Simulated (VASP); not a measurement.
# MoS2: single point with PBE+D3(BJ)

MoS2:

```
Mo S
1.0
     1.57647    0.91018    5.99653
    -1.57647    0.91018    5.99653
     0.00000   -1.82036    5.99653
Mo S
1 2
Direct
  0.03665 0.03665 0.92674
  0.69862 0.69862 0.86343
  0.52501 0.52501 0.68915
```

This cell differs from its parent crystal: atoms displaced along a vibrational mode.

* Program: VASP 6.6.1
* Task: single point
* Functional: PBE
* Dispersion: D3(BJ)
* Potentials or basis: VASP PAW PBE potentials, release 64 (Mo_sv, S)
* Cutoff: 520 eV
* k mesh: 12 × 12 × 12
* Occupations: gaussian, width 0.05 eV
* Spin: no spin polarisation

```
Pressure                   : 11.8 GPa
Largest force              : 6.393 eV/Å
Band gap on the k mesh     : zero (bands 13 and 14 overlap by 0.19 eV)
Dispersion energy per atom : -0.441 eV
```

Forces on the atoms (eV/Å):
```
Mo   0.000 -6.393  0.000
S    0.000  3.175  2.140
S    0.000  3.217 -2.139
```

Stress tensor (GPa, compression positive):
```
17.90  0.00  0.00
 0.00 -2.12  0.04
 0.00  0.04 19.50
```

Levels at points of the mesh, in eV from the Fermi level:
| k point | band 11 | band 12 | band 13 | band 14 | band 15 | band 16 |
| --- | --- | --- | --- | --- | --- | --- |
| (0.00, 0.00, 0.00) | -1.59 | -1.43 | -0.39 | 0.33 | 0.74 | 1.12 |
| (0.50, 0.00, 0.00) | -3.19 | -2.73 | 0.16 | 0.65 | 1.09 | 2.05 |
| (0.00, 0.00, 0.50) | -1.75 | -1.65 | -1.05 | 1.53 | 1.75 | 2.44 |
| (0.50, 0.50, 0.00) | -2.43 | -2.03 | -0.91 | 1.33 | 1.47 | 2.66 |
| (0.50, 0.00, 0.50) | -2.82 | -2.65 | -0.08 | 0.84 | 1.06 | 2.24 |
| (0.50, 0.50, 0.50) | -2.61 | -0.40 | -0.24 | 0.40 | 0.60 | 0.97 |

Run time: 13 min on 1 thread of AMD EPYC 9R45 96-Core Processor (Zen 5) (shared host), peak memory 0.62 GiB.

Caveat: the cell differs from its parent crystal (atoms displaced along a vibrational mode); the stress differs along the axes, from -2 to 20 GPa; forces of over 1 eV/Å act on the atoms, so gaps and moduli don't describe the material at rest.
